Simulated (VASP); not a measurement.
# Ga5H9 (I4mm) in VASP: single point with r2SCAN

Aim: the single point of Ga5H9 with r2SCAN.

Program: VASP 6.6.1. These are calculated values, not measurements. Logs are shortened: lines on timing, memory, paths and dates and some standing lists are left out, and cuts for length are marked.

### Step 1. The cell of the first run

Symmetry: I4mm, No. 107, tetragonal system. Conventional cell: a = 8.452 Å, b = 8.452 Å, c = 6.351 Å, α = 90.00°, β = 90.00°, γ = 90.00°. Ga (site symmetry 4mm) has 1 H at 1.52 Å within 2.0 Å. Ga (site symmetry m) has 3 H at 1.52 to 1.75 Å within 2.0 Å. Within 2.0 Å of H (site symmetry m) lie 1 Ga at 1.52 Å and 1 H at 1.77 Å. H (site symmetry 4mm) has 1 Ga at 1.52 Å within 2.0 Å. H (site symmetry m) has 2 Ga at 1.75 Å within 2.3 Å.

### Step 2. Single point, r2SCAN

POSCAR reads:

```
Ga5H9
1.0
    0.0000000000      0.0000000000      6.3508120000
    4.2260050000     -4.2260050000      3.1754060000
    4.2260050000      4.2260050000     -3.1754060000
Ga H
5 9
Direct
    0.2899759152      0.0000000000      0.0000000000
    0.0238978429      0.2156436853      0.2156436853
    0.2395415283      0.7843563147      0.2156436853
    0.0238978429      0.7843563147      0.7843563147
    0.8082541576      0.2156436853      0.7843563147
    0.0066179307      0.3954678531      0.3954678531
    0.4020857838      0.6045321469      0.3954678531
    0.0066179307      0.6045321469      0.6045321469
    0.6111500776      0.3954678531      0.6045321469
    0.5289839178      0.0000000000      0.0000000000
    0.9927454276      0.0000000000      0.2875023189
    0.9927454276      0.7124976811      0.0000000000
    0.7052431087      0.0000000000      0.7124976811
    0.7052431087      0.2875023189      0.0000000000
```

INCAR.step1 reads:

```
ALGO = Normal
EDIFF = 1E-4
ENCUT = 520
GGA = PE
ISMEAR = 0
LASPH = T
LCHARG = F
LREAL = F
LWAVE = T
NBANDS = 50
NELM = 100
PREC = Accurate
SIGMA = 0.0227
```

INCAR.step2 reads:

```
ALGO = Normal
EDIFF = 1E-6
ENCUT = 520
ISIF = 2
ISMEAR = 0
ISTART = 1
LASPH = T
LCHARG = F
LMIXTAU = T
LREAL = F
LWAVE = F
METAGGA = R2SCAN
NBANDS = 50
NELM = 100
PREC = Accurate
SIGMA = 0.0227
```

KPOINTS reads:

```
k-points
0
Gamma
  5 5 5
```

Potentials or basis: VASP PAW PBE potentials, release 64 (Ga_d, H).

Run with:

```console
$ cat potpaw_PBE.64/Ga_d/POTCAR potpaw_PBE.64/H/POTCAR > POTCAR
$ cp INCAR.step1 INCAR
$ mpirun -np 1 vasp_std > vasp.out
$ cp INCAR.step2 INCAR
$ mpirun -np 1 vasp_std > vasp.out
```

OUTCAR:

```text
EDIFF = 1E-6
   ENCUT = 520
   ISIF = 2
   ISMEAR = 0
   ISTART = 1
   LASPH = T
   LREAL = F
   METAGGA = R2SCAN
   NELM = 100
   PREC = Accurate

 ion  position               nearest neighbor table
   1  0.290  0.000  0.000-  10 1.52   3 2.49   4 2.49   5 2.49   2 2.49
   2  0.024  0.216  0.216-   6 1.52  14 1.75  11 1.75   1 2.49   5 2.58   3 2.58
   3  0.240  0.784  0.216-   7 1.52  11 1.75  12 1.75   1 2.49   4 2.58   2 2.58
   4  0.024  0.784  0.784-   8 1.52  13 1.75  12 1.75   1 2.49   5 2.58   3 2.58
   5  0.808  0.216  0.784-   9 1.52  13 1.75  14 1.75   1 2.49   4 2.58   2 2.58
   6  0.007  0.395  0.395-   2 1.52
   7  0.402  0.605  0.395-   3 1.52
   8  0.007  0.605  0.605-   4 1.52
   9  0.611  0.395  0.605-   5 1.52
  10  0.529  0.000  0.000-   1 1.52
  11  0.993  0.000  0.288-   2 1.75   3 1.75
  12  0.993  0.712  0.000-   4 1.75   3 1.75
  13  0.705  0.000  0.712-   4 1.75   5 1.75
  14  0.705  0.288  0.000-   2 1.75   5 1.75

  LATTYP: Found a body centered tetragonal cell.
 ALAT       =     8.4520100000
 C/A-ratio  =     0.7513966500

  Lattice vectors:

 A1 = (   4.2260050000,  -4.2260050000,  -3.1754060000)
 A2 = (  -4.2260050000,   4.2260050000,  -3.1754060000)
 A3 = (   4.2260050000,   4.2260050000,   3.1754060000)

Analysis of symmetry for initial positions (statically):
=====================================================================
 Subroutine PRICEL returns:
 Original cell was already a primitive cell.

 Routine SETGRP: Setting up the symmetry group for a
 body centered tetragonal supercell.

 Subroutine GETGRP returns: Found  8 space group operations
 (whereof  8 operations were pure point group operations)
 out of a pool of 16 trial point group operations.

The static configuration has the point symmetry C_4v.

Analysis of symmetry for dynamics (positions and initial velocities):
=====================================================================
 Subroutine PRICEL returns:
 Original cell was already a primitive cell.

 Routine SETGRP: Setting up the symmetry group for a
 body centered tetragonal supercell.

 Subroutine GETGRP returns: Found  8 space group operations
 (whereof  8 operations were pure point group operations)
 out of a pool of 16 trial point group operations.

The dynamic configuration has the point symmetry C_4v.

 Subroutine INISYM returns: Found  8 space group operations
 (whereof  8 operations are pure point group operations),
 and found     1 'primitive' translations

----------------------------------------------------------------------------------------

                                     Primitive cell

  volume of cell :     226.8398

  direct lattice vectors                    reciprocal lattice vectors
     0.000000000  0.000000000  6.350812000     0.000000000  0.118315052  0.157460180
     4.226005000 -4.226005000  3.175406000     0.118315052 -0.118315052  0.000000000
     4.226005000  4.226005000 -3.175406000     0.118315052  0.118315052  0.000000000

  length of vectors
     6.350812000  6.767676099  6.767676099     0.196957254  0.167322751  0.167322751

  position of ions in fractional coordinates (direct lattice)
     0.289975915  0.000000000  0.000000000
     0.023897843  0.215643685  0.215643685
     0.239541528  0.784356315  0.215643685
     0.023897843  0.784356315  0.784356315
     0.808254158  0.215643685  0.784356315
     0.006617931  0.395467853  0.395467853
     0.402085784  0.604532147  0.395467853
     0.006617931  0.604532147  0.604532147
     0.611150078  0.395467853  0.604532147
     0.528983918  0.000000000  0.000000000
     0.992745428  0.000000000  0.287502319
     0.992745428  0.712497681  0.000000000
     0.705243109  0.000000000  0.712497681
     0.705243109  0.287502319  0.000000000

  ion indices of the primitive-cell ions
   primitive index   ion index
                 1           1
                 2           2
                 3           3
                 4           4
                 5           5
                 6           6
                 7           7
                 8           8
                 9           9
                10          10
                11          11
                12          12
                13          13
                14          14

----------------------------------------------------------------------------------------

 KPOINTS: k-points

Automatic generation of k-mesh.
 Grid dimensions read from file:
 generate k-points for:    5    5    5

 Generating k-lattice:

  Cartesian coordinates                     Fractional coordinates (reciprocal lattice)
     0.000000000  0.023663010  0.031492036     0.200000000  0.000000000  0.000000000
     0.023663010 -0.023663010  0.000000000     0.000000000  0.200000000  0.000000000
     0.023663010  0.023663010  0.000000000     0.000000000  0.000000000  0.200000000

  Length of vectors
     0.039391451  0.033464550  0.033464550

  Shift w.r.t. Gamma in fractional coordinates (k-lattice)
     0.000000000  0.000000000  0.000000000

 Subroutine IBZKPT returns following result:
 ===========================================

 Found     18 irreducible k-points:

 Following reciprocal coordinates:
            Coordinates               Weight
  0.000000  0.000000  0.000000      1.000000
  0.200000  0.000000 -0.000000      8.000000
  0.400000  0.000000 -0.000000      8.000000
  0.000000  0.200000  0.000000      4.000000
  0.400000  0.200000 -0.000000      8.000000
 -0.400000  0.200000  0.000000     16.000000
[... 10 lines left out ...]
  0.000000  0.400000  0.400000      4.000000
  0.200000 -0.400000  0.400000      2.000000
   k-points           NKPTS =     18   k-points in BZ     NKDIM =     18   number of bands    NBANDS=     50
   number of dos      NEDOS =    301   number of ions     NIONS =     14
   total plane-waves  NPLWV = 120000
   dimension x,y,z NGX =    48 NGY =   50 NGZ =   50
   dimension x,y,z NGXF=    96 NGYF=  100 NGZF=  100
   ions per type =               5   9
   NGX,Y,Z   is equivalent  to a cutoff of  12.57, 12.28, 12.28 a.u.
   NGXF,Y,Z  is equivalent  to a cutoff of  25.13, 24.56, 24.56 a.u.
 SYSTEM =  unknown system
   PREC   = accura    normal or accurate (medium, high low for compatibility)
   ISTART =      1    job   : 0-new  1-cont  2-samecut
   ICHARG =      0    charge: 1-file 2-atom 10-const
   ISPIN  =      1    spin polarized calculation?
   LNONCOLLINEAR =      F non collinear calculations
   LSORBIT =      F    spin-orbit coupling
   LASPH  =      T    aspherical Exc in radial PAW
   ENCUT  =  520.0 eV  38.22 Ry    6.18 a.u.  11.81 12.58 12.58*2*pi/ulx,y,z
   NELM   =    100;   NELMIN=  2; NELMDL=  0     # of ELM steps
   EDIFF  = 0.1E-05   stopping-criterion for ELM
   LREAL  =      F    real-space projection
   EDIFFG = 0.1E-04   stopping-criterion for IOM
   NSW    =      0    number of steps for IOM
   IBRION =     -1    ionic relax: 0-MD 1-quasi-New 2-CG
   NFREE  =      0    steps in history (QN), initial steepest desc. (CG)
   ISIF   =      2    stress and relaxation
   ISYM   =      2    0-nonsym 1-usesym 2-fastsym
   POTIM  = 0.5000    time-step for ionic-motion
   TEBEG  =    0.0;   TEEND  =   0.0 temperature during run
   PSTRESS=    0.0 pullay stress
   NELECT =      74.0000    total number of electrons
   NUPDOWN=      -1.0000    fix difference up-down
   EMIN   =  10.00;   EMAX   =-10.00  energy-range for DOS
   EFERMI =   0.00;   METHOD = LEGACY
   ISMEAR =     0;   SIGMA  =   0.02  broadening in eV -4-tet -1-fermi 0-gaus
   EFERMI_NEDOS =   21; number of points for ismear=-14 and -15
   IALGO  =     38    algorithm
   IMIX   =      4    mixing-type and parameters
     AMIX     =   0.40;   BMIX     =  1.00
     AMIX_MAG =   1.60;   BMIX_MAG =  1.00
  volume/ion in A,a.u.               =      16.20       109.34
  Fermi-wavevector in a.u.,A,eV,Ry     =   1.126970  2.129664 17.280231  1.270061
  Thomas-Fermi vector in A             =   2.263654
   LORBIT       =      0    0 simple, 1 ext, 2 COOP (PROOUT), +10 PAW based schemes
   METAGGA = R2SCAN    functional components
   LHFCALC =     F    Hartree Fock is set to
   AEXX    =    0.0000 exact exchange contribution
   IVDW    =     0    specifies the selected vdW correction
   LEPSILON=     F    determine dielectric tensor
   LRPA    =     F    only Hartree local field effects (RPA)
 non-spin polarized calculation
 Gauss-broadening in eV      SIGMA  =   0.02
  energy-cutoff  :      520.00
  volume of cell :      226.84
 maximum number of plane-waves:      6155
   NGX = 23   NGY = 25   NGZ = 25

 number of electron      73.9999981 magnetization

 Free energy of the ion-electron system (eV)
  ---------------------------------------------------
  ext. energy  EPLUGINS =         0.00000000
  ---------------------------------------------------
  free energy    TOTEN  =       -85.08961223 eV

  energy without entropy =      -85.08961223  energy(sigma->0) =      -85.08961223

 E-fermi :  -0.7826     XC(G=0):  -7.9241

 val. band max:       -0.9433948269   @ k =   0.0000   0.4000   0.4000
 cond. band min:       1.8620743655   @ k =   0.0000   0.0000   0.0000
 fundamental gap:      2.8054691923
 Fermi energy:        -0.7825639565

 k-point     1 :       0.0000    0.0000    0.0000
  band No.  band energies     occupation
      1     -15.6971      2.00000
      2     -15.6816      2.00000
      3     -15.5383      2.00000
      4     -15.5382      2.00000
      5     -15.5156      2.00000
      6     -15.5156      2.00000
[... 41 lines left out ...]
     48       7.8862      0.00000
     49       7.9264      0.00000

 k-point     2 :       0.2000    0.0000   -0.0000
  band No.  band energies     occupation
      1     -15.6953      2.00000
      2     -15.6820      2.00000
      3     -15.5382      2.00000
      4     -15.5381      2.00000
      5     -15.5180      2.00000
      6     -15.5156      2.00000
[... 41 lines left out ...]
     48       7.2610      0.00000
     49       7.7351      0.00000

 k-point     3 :       0.4000    0.0000   -0.0000
  band No.  band energies     occupation
      1     -15.6921      2.00000
      2     -15.6826      2.00000
      3     -15.5382      2.00000
      4     -15.5380      2.00000
      5     -15.5219      2.00000
      6     -15.5155      2.00000
[... 41 lines left out ...]
     48       6.5183      0.00000
     49       6.7070      0.00000

 k-point     4 :       0.0000    0.2000    0.0000
  band No.  band energies     occupation
      1     -15.6933      2.00000
      2     -15.6821      2.00000
      3     -15.5384      2.00000
      4     -15.5379      2.00000
      5     -15.5181      2.00000
      6     -15.5180      2.00000
[... 665 lines left out ...]
     48       7.1622      0.00000
     49       7.5011      0.00000

 k-point    17 :       0.0000    0.4000    0.4000
  band No.  band energies     occupation
      1     -15.6936      2.00000
      2     -15.6834      2.00000
      3     -15.5381      2.00000
      4     -15.5381      2.00000
      5     -15.5185      2.00000
      6     -15.5160      2.00000
[... 41 lines left out ...]
     48       6.2813      0.00000
     49       7.2123      0.00000

 k-point    18 :       0.2000   -0.4000    0.4000
  band No.  band energies     occupation
      1     -15.6956      2.00000
      2     -15.6834      2.00000
      3     -15.5381      2.00000
      4     -15.5381      2.00000
      5     -15.5160      2.00000
      6     -15.5159      2.00000
[... 41 lines left out ...]
     48       6.3600      0.00000
     49       7.2172      0.00000
 [bands above 49 left out]

------------------------ aborting loop because EDIFF is reached ----------------------------------------

  FORCE on cell =-STRESS in cart. coord.  units (eV):
  Direction    XX          YY          ZZ          XY          YZ          ZX
  --------------------------------------------------------------------------------------
  -------------------------------------------------------------------------------------
  Total        1.5032794      1.5032794     -0.1421328      0.0000000      0.0000000      0.0000000
  in kB       10.6177139     10.6177139     -1.0038888      0.0000000      0.0000000      0.0000000
  external PRESSURE =       6.7438463 kB  Pullay stress =       0.0000000 kB

 VOLUME and BASIS-vectors are now :
 -----------------------------------------------------------------------------
  energy-cutoff  :      520.00
  volume of cell :      226.84
      direct lattice vectors                 reciprocal lattice vectors
     0.000000000  0.000000000  6.350812000     0.000000000  0.118315052  0.157460180
     4.226005000 -4.226005000  3.175406000     0.118315052 -0.118315052  0.000000000
     4.226005000  4.226005000 -3.175406000     0.118315052  0.118315052  0.000000000

 POSITION                                       TOTAL-FORCE (eV/Angst)
 -----------------------------------------------------------------------------------
      0.00000      0.00000      1.84158         0.000000      0.000000     -0.017186
      1.82262      0.00000      0.15177         0.007462     -0.000000      0.005917
      4.22600     -2.40338      3.32718         0.000000      0.007462      0.005917
      6.62939      0.00000      0.15177        -0.007462     -0.000000      0.005917
      4.22600      2.40338      3.32718         0.000000     -0.007462      0.005917
      3.34250      0.00000      0.04203         0.026106     -0.000000     -0.002175
      4.22600     -0.88351      3.21744         0.000000      0.026106     -0.002175
      5.10951      0.00000      0.04203        -0.026106     -0.000000     -0.002175
      4.22600      0.88351      3.21744         0.000000     -0.026106     -0.002175
      0.00000      0.00000      3.35948         0.000000     -0.000000      0.034585
      1.21499      1.21499      5.39180         0.000164      0.000164     -0.008092
      3.01102     -3.01102      8.56721        -0.000164      0.000164     -0.008092
      3.01102      3.01102      2.21640        -0.000164     -0.000164     -0.008092
      1.21499     -1.21499      5.39180         0.000164     -0.000164     -0.008092
 -----------------------------------------------------------------------------------
    total drift:                               -0.000002      0.001122      0.011097

  FREE ENERGIE OF THE ION-ELECTRON SYSTEM (eV)
  ---------------------------------------------------
  free  energy   TOTEN  =       -85.0896122319 eV

  energy  without entropy=      -85.0896122319  energy(sigma->0) =      -85.08961223
```

Wall time 13 min (1 thread of Intel Xeon Platinum 8259CL at 2.50GHz (Skylake/Cascade Lake), shared host); peak memory 0.45 GiB.

Results:

```
Free energy            : -85.0896 eV
Pressure               : 0.7 GPa
Largest force          : 0.035 eV/Å
Band gap on the k mesh : 2.81 eV (least direct gap 3.03 eV)
```

Forces on the atoms (eV/Å):
```
Ga   0.000  0.000 -0.017
Ga   0.007  0.000  0.006
Ga   0.000  0.007  0.006
Ga  -0.007  0.000  0.006
Ga   0.000 -0.007  0.006
H    0.026  0.000 -0.002
H    0.000  0.026 -0.002
H   -0.026  0.000 -0.002
H    0.000 -0.026 -0.002
H    0.000  0.000  0.035
H    0.000  0.000 -0.008
H    0.000  0.000 -0.008
H    0.000  0.000 -0.008
H    0.000  0.000 -0.008
```

Caveat: the PAW data sets were made with another functional, which shifts forces and pressure a little; an odd mesh through Γ misses points on the zone boundary, where band edges can lie.
